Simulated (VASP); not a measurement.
# Ti (R-3m) in VASP: single point with PBEsol

Aim: the single point of Ti with PBEsol.

All numbers are computed with VASP 6.6.1; they aren't measurements. Logs are shortened: lines on timing, memory, paths and dates and some standing lists are left out, and cuts for length are marked.

### 1 The cell of the first run

Symmetry: R-3m, No. 166, trigonal system. The conventional cell has a = 2.995 Å, b = 2.995 Å, c = 20.945 Å, α = 90.00°, β = 90.00°, γ = 120.00°. Ti (site symmetry -3m) has 6 Ti at 2.99 Å within 3.9 Å.

### 2 Single point, PBEsol

INCAR

```
PREC     = Accurate       # precision mode
ENCUT    = 520            # plane-wave cutoff, eV
EDIFF    = 1E-6           # SCF threshold, eV
ISMEAR   = -1             # smearing method
SIGMA    = 0.15           # smearing width, eV
LREAL    = F              # projectors in reciprocal space
LASPH    = T              # aspherical terms in the spheres
NELM     = 60             # most SCF steps
ALGO     = Normal         # electronic algorithm
ISIF     = 2              # what is computed and relaxed
LWAVE    = F              # write WAVECAR
LCHARG   = T              # write CHGCAR
GGA      = PS             # functional
LELF     = T              # ELF
LVHAR    = T            
NBANDS   = 12             # bands
```

KPOINTS

```
Automatic mesh
0
Gamma
  8 8 8
```

POSCAR

```
Ti
1.0
    1.4973312000      0.8644845700      6.9815443900
   -1.4973312000      0.8644845700      6.9815443900
    0.0000000000     -1.7289691400      6.9815443900
Ti
1
Direct
    0.0000000000      0.0000000000      0.0000000000
```

Potentials or basis: VASP PAW PBE potentials, release 64 (Ti_sv).

On the command line:

```sh
cat potpaw_PBE.64/Ti_sv/POTCAR > POTCAR
mpirun -np 1 vasp_std > vasp.out
```

OUTCAR:

```text
PREC = Accurate
   ENCUT = 520
   EDIFF = 1E-6
   ISMEAR = -1
   LREAL = F
   LASPH = T
   NELM = 60
   ISIF = 2
   GGA = PS

 ion  position               nearest neighbor table
   1  0.000  0.000  0.000-

  LATTYP: Found a trigonal (rhomboedric) cell.
 ALAT       =     7.1924471749
 COS(alpha) =     0.9133213016

  Lattice vectors:

 A1 = (   1.4973312000,   0.8644845700,   6.9815443900)
 A2 = (  -1.4973312000,   0.8644845700,   6.9815443900)
 A3 = (   0.0000000000,  -1.7289691400,   6.9815443900)

Analysis of symmetry for initial positions (statically):
=====================================================================
 Subroutine PRICEL returns:
 Original cell was already a primitive cell.

 Routine SETGRP: Setting up the symmetry group for a
 trigonal (rhombohedral) supercell.

 Subroutine GETGRP returns: Found 12 space group operations
 (whereof 12 operations were pure point group operations)
 out of a pool of 12 trial point group operations.

The static configuration has the point symmetry D_3d.

Analysis of symmetry for dynamics (positions and initial velocities):
=====================================================================
 Subroutine PRICEL returns:
 Original cell was already a primitive cell.

 Routine SETGRP: Setting up the symmetry group for a
 trigonal (rhombohedral) supercell.

 Subroutine GETGRP returns: Found 12 space group operations
 (whereof 12 operations were pure point group operations)
 out of a pool of 12 trial point group operations.

The dynamic configuration has the point symmetry D_3d.

 Subroutine INISYM returns: Found 12 space group operations
 (whereof 12 operations are pure point group operations),
 and found     1 'primitive' translations

----------------------------------------------------------------------------------------

                                     Primitive cell

  volume of cell :      54.2223

  direct lattice vectors                    reciprocal lattice vectors
     1.497331200  0.864484570  6.981544390     0.333927457  0.192793108  0.047744928
    -1.497331200  0.864484570  6.981544390    -0.333927457  0.192793108  0.047744928
     0.000000000 -1.728969140  6.981544390     0.000000000 -0.385586215  0.047744928

  length of vectors
     7.192447175  7.192447175  7.192447174     0.388530960  0.388530960  0.388530961

  position of ions in fractional coordinates (direct lattice)
     0.000000000  0.000000000  0.000000000

[... 75 lines left out ...]
   EDIFF  = 0.1E-05   stopping-criterion for ELM
   LREAL  =      F    real-space projection
   EDIFFG = 0.1E-04   stopping-criterion for IOM
   NSW    =      0    number of steps for IOM
   IBRION =     -1    ionic relax: 0-MD 1-quasi-New 2-CG
   NFREE  =      0    steps in history (QN), initial steepest desc. (CG)
   ISIF   =      2    stress and relaxation
   ISYM   =      2    0-nonsym 1-usesym 2-fastsym
   POTIM  = 0.5000    time-step for ionic-motion
   TEBEG  =    0.0;   TEEND  =   0.0 temperature during run
   PSTRESS=    0.0 pullay stress
   NELECT =      12.0000    total number of electrons
   NUPDOWN=      -1.0000    fix difference up-down
   EMIN   =  10.00;   EMAX   =-10.00  energy-range for DOS
   EFERMI =   0.00;   METHOD = LEGACY
   ISMEAR =    -1;   SIGMA  =   0.15  broadening in eV -4-tet -1-fermi 0-gaus
   EFERMI_NEDOS =   21; number of points for ismear=-14 and -15
   IALGO  =     38    algorithm
   IMIX   =      4    mixing-type and parameters
     AMIX     =   0.40;   BMIX     =  1.00
     AMIX_MAG =   1.60;   BMIX_MAG =  1.00
  volume/ion in A,a.u.               =      54.22       365.91
  Fermi-wavevector in a.u.,A,eV,Ry     =   0.990245  1.871292 13.341669  0.980585
  Thomas-Fermi vector in A             =   2.121901
   LORBIT       =      0    0 simple, 1 ext, 2 COOP (PROOUT), +10 PAW based schemes
   GGA     = PS    functional components
   LHFCALC =     F    Hartree Fock is set to
   AEXX    =    0.0000 exact exchange contribution
   IVDW    =     0    specifies the selected vdW correction
   LEPSILON=     F    determine dielectric tensor
   LRPA    =     F    only Hartree local field effects (RPA)
 non-spin polarized calculation
  energy-cutoff  :      520.00
  volume of cell :       54.22
 maximum number of plane-waves:      1507
 NGX is ok and might be reduce to    54
   NGX = 27   NGY = 27   NGZ = 27

 number of electron      12.0000001 magnetization

 Free energy of the ion-electron system (eV)
  ---------------------------------------------------
  ext. energy  EPLUGINS =         0.00000000
  ---------------------------------------------------
  free energy    TOTEN  =        -6.06226847 eV

  energy without entropy =       -5.78381895  energy(sigma->0) =       -5.92304371

 E-fermi :   0.2032     XC(G=0):  -6.1093

 val. band max:        0.2004040290   @ k =   0.5000   0.5000   0.3750
 cond. band min:       0.2205992807   @ k =   0.5000   0.5000   0.5000
 fundamental gap:      0.0201952517
 Fermi energy:         0.2032215145

 k-point     1 :       0.0000    0.0000    0.0000
  band No.  band energies     occupation
      1     -56.7414      2.00000
      2     -33.2783      2.00000
      3     -32.7677      2.00000
      4     -32.7677      2.00000
      5      -3.7588      2.00000
      6      -0.0240      1.63959
      7       0.8120      0.03396
      8       1.0905      0.00538
      9       1.0905      0.00538
     10       2.2715      0.00000
     11       2.2715      0.00000
     12       4.2609      0.00000
[... 331 lines left out ...]
 k-point    24 :       0.3750    0.1250    0.1250
  band No.  band energies     occupation
      1     -56.7135      2.00000
      2     -33.2517      2.00000
      3     -32.9587      2.00000
      4     -32.8123      2.00000
      5      -2.2131      2.00000
      6       0.0981      1.33672
      7       0.3583      0.52460
      8       0.8081      0.03483
      9       2.0495      0.00001
     10       2.0576      0.00001
     11       3.3889      0.00000
     12       6.0042      0.00000

 [... further k-points ...]
[... 5 lines left out ...]
  --------------------------------------------------------------------------------------
  -------------------------------------------------------------------------------------
  Total       -2.8175926     -2.8175926     -0.1243301      0.0000000     -0.0000000      0.0000000
  in kB      -83.2551126    -83.2551123     -3.6737463      0.0000000     -0.0000000      0.0000000
  external PRESSURE =     -56.7279904 kB  Pullay stress =       0.0000000 kB

 VOLUME and BASIS-vectors are now :
 -----------------------------------------------------------------------------
  energy-cutoff  :      520.00
  volume of cell :       54.22
      direct lattice vectors                 reciprocal lattice vectors
     1.497331200  0.864484570  6.981544390     0.333927457  0.192793108  0.047744928
    -1.497331200  0.864484570  6.981544390    -0.333927457  0.192793108  0.047744928
     0.000000000 -1.728969140  6.981544390     0.000000000 -0.385586215  0.047744928

 POSITION                                       TOTAL-FORCE (eV/Angst)
 -----------------------------------------------------------------------------------
      0.00000      0.00000      0.00000         0.000000     -0.000000     -0.000000
 -----------------------------------------------------------------------------------
    total drift:                                0.000000     -0.000000     -0.000000

  FREE ENERGIE OF THE ION-ELECTRON SYSTEM (eV)
  ---------------------------------------------------
  free  energy   TOTEN  =        -6.0622684690 eV

  energy  without entropy=       -5.7838189521  energy(sigma->0) =       -5.92304371
```

OSZICAR:

```text
N       E                     dE             d eps       ncg     rms          rms(c)
DAV:   1     0.804654559055E+02    0.80465E+02   -0.61528E+03  1568   0.922E+02
DAV:   2    -0.564567953237E+00   -0.81030E+02   -0.79166E+02  1696   0.249E+02
DAV:   3    -0.686868715119E+01   -0.63041E+01   -0.61601E+01  2604   0.683E+01
DAV:   4    -0.701402138377E+01   -0.14533E+00   -0.14491E+00  1788   0.900E+00
DAV:   5    -0.701874720507E+01   -0.47258E-02   -0.47252E-02  2172   0.142E+00    0.605E+00
DAV:   6    -0.618033596063E+01    0.83841E+00   -0.46047E+00  1712   0.207E+01    0.246E+00
DAV:   7    -0.607744165331E+01    0.10289E+00   -0.31799E-01  1700   0.474E+00    0.128E+00
DAV:   8    -0.605978597904E+01    0.17656E-01   -0.54004E-02  1696   0.210E+00    0.512E-01
DAV:   9    -0.606083554364E+01   -0.10496E-02   -0.66682E-03  1796   0.835E-01    0.135E-01
DAV:  10    -0.606134539843E+01   -0.50985E-03   -0.94798E-04  1720   0.243E-01    0.585E-02
DAV:  11    -0.606204995295E+01   -0.70455E-03   -0.49853E-04  1652   0.113E-01    0.209E-02
DAV:  12    -0.606221266491E+01   -0.16271E-03   -0.10223E-04  1820   0.553E-02    0.114E-02
DAV:  13    -0.606226633194E+01   -0.53667E-04   -0.10246E-04  1648   0.393E-02    0.320E-03
DAV:  14    -0.606226807157E+01   -0.17396E-05   -0.20139E-06  1828   0.915E-03    0.112E-03
DAV:  15    -0.606226846905E+01   -0.39748E-06   -0.50079E-07  1428   0.322E-03
   1 F= -.60622685E+01 E0= -.59230437E+01  d E =-.278450E+00
```

It took 1.8 min on 1 thread of Intel Xeon 6975P-C (Granite Rapids), shared host; peak memory 0.38 GiB.

Results:

```
Free energy            : -6.0623 eV
Pressure               : -5.7 GPa
Band gap on the k mesh : zero (band 6 reaches 0.27 eV, above the bottom of band 7 at 0.03 eV)
```

Caveat: the PAW data sets were made with another functional, which shifts forces and pressure a little.
